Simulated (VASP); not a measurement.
Set up this calculation in VASP 6.6.1, as the native input.

```
Task                   : single point
Functional             : PBE
Potentials or basis    : VASP PAW PBE potentials, release 64 (Ga_d, N)
Cutoff                 : 520 eV
k mesh                 : 14 × 14 × 14
Occupations            : fermi-dirac, width 0.05 eV
Spin                   : no spin polarisation
Dipole correction      : no
Further INCAR settings : ALGO = Normal; EDIFF = 1e-07; NBANDS = 16
```

The structure of GaN (CsCl type) lies in POSCAR:

```
GaN
1.0
    2.7436815209      0.0000000000      0.0000000000
    0.0000000000      2.7436815209      0.0000000000
    0.0000000000      0.0000000000      2.7436815209
Ga N
1 1
Direct
    0.0000000000      0.0000000000      0.0000000000
    0.5000000000      0.5000000000      0.5000000000
```

These files were run (other wordings do the same):

INCAR

```
SYSTEM = GaN
ALGO = Normal ; EDIFF = 1E-7
ENCUT = 520 ; GGA = PE
ISIF = 2 ; ISMEAR = -1
LASPH = .TRUE. ; LCHARG = .TRUE.
LELF = .TRUE. ; LREAL = .FALSE.
LVHAR = .TRUE. ; LWAVE = .FALSE.
NBANDS = 16 ; NELM = 80
PREC = Accurate ; SIGMA = 0.05
```

KPOINTS

```
k-points
0
G
  14 14 14
  0 0 0
```

Potentials or basis: VASP PAW PBE potentials, release 64 (Ga_d, N).

Run with:

```bash
$ cat potpaw_PBE.64/Ga_d/POTCAR potpaw_PBE.64/N/POTCAR > POTCAR
$ mpirun -np 1 vasp_std > vasp.out
```

It gave:

- Pressure: 0.4 GPa
- Band gap on the k mesh: zero (bands 9 and 10 overlap by 1.57 eV)

Run time: 57 s on 1 thread of Intel Xeon 8259CL, on a shared host, peak memory 0.16 GiB.
